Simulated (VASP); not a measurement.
Write the native input for VASP 6.6.1 that does the following.

```yaml
Task: single point
Functional: PBEsol
Potentials_or_basis: VASP PAW PBE potentials, release 64 (Ni)
Cutoff: 600 eV
k_mesh: 13 × 13 × 7
Occupations: fermi-dirac, width 0.05 eV
Spin: collinear spin, ferromagnetic start
Starting_moments: "[1.5, 1.5] μB"
Dipole_correction: no
Further_INCAR_settings: ALGO = Normal; EDIFF = 1e-06; NBANDS = 21
```

The structure of Ni lies in POSCAR:

```
Ni
1.0
    2.4480230000      0.0000000000      0.0000000000
   -1.2240110000      2.1200500000      0.0000000000
    0.0000000000      0.0000000000      4.0728080000
Ni
2
Direct
    0.3333333333      0.6666666667      0.2500000000
    0.6666666667      0.3333333333      0.7500000000
```

This isn't the form of Ni at room conditions, which is fcc.

The input as run:

INCAR

```
PREC = Accurate
ENCUT = 600
EDIFF = 1E-6
ISMEAR = -1
SIGMA = 0.05
LREAL = F
LASPH = T
NELM = 200
ALGO = Normal
ISIF = 2
LWAVE = F
LCHARG = F
ISPIN = 2
MAGMOM = 1.5 1.5
LORBIT = 11
LMAXMIX = 4
GGA = PS
NBANDS = 21
GGA_COMPAT = F
```

KPOINTS

```
Automatic mesh
0
Gamma
  13 13 7
```

Potentials or basis: VASP PAW PBE potentials, release 64 (Ni).

The run is started by

```sh
$ cat potpaw_PBE.64/Ni/POTCAR > POTCAR
$ mpirun -np 1 vasp_std > vasp.out
```

It gave:

| Item | Value |
| --- | --- |
| Pressure | -3.3 GPa |
| Net moment | 1.24 μB per cell |
| Site moments | Ni +0.63 μB |
| Valence electrons inside the program's atomic spheres | Ni 9.37 |

Caveat: the cell stands under tension; the PAW data sets were made with another functional, which shifts forces and pressure a little.

Run time: 59 s on 1 thread of AMD EPYC 7R13 Processor (Zen 3), on a shared host, peak memory 0.16 GiB.
